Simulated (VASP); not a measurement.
Runs of VASP 6.6.1 on K. The structure is that of space group P6_3/mmc (No. 194), or close to it. The cells are those of the table. 

| cell | gap on the mesh (eV) | pressure (GPa) |
| --- | --- | --- |
| a = 4.768, b = 4.768, c = 15.699 Å, angles 90.0, 90.0, 120.0°, 4 atoms | none | (a) |
| a = 4.646, b = 4.646, c = 15.296 Å, angles 90.0, 90.0, 120.0°, 4 atoms | none | 0.0 |
| a = 4.847, b = 4.847, c = 15.957 Å, angles 90.0, 90.0, 120.0°, 4 atoms | none | -0.4 |
| a = 4.922, b = 4.922, c = 16.206 Å, angles 90.0, 90.0, 120.0°, 4 atoms | none | -0.5 |
| a = 4.885, b = 4.885, c = 16.082 Å, angles 90.0, 90.0, 120.0°, 4 atoms | none | -0.4 |

Alike in all rows: task single point; level PBEsol; potentials or basis VASP PAW PBE potentials, release 64 (K_sv); no spin polarisation; k mesh 6 × 6 × 2; cutoff (eV) 520; smearing methfessel-paxton 0.15 eV.

Problem. Estimate the missing entries.

Solution. (a) -0.3.

Caveats: the PAW data sets were made with another functional, which shifts forces and pressure a little.

A gap of «none» marks levels without a gap at the run's occupations.
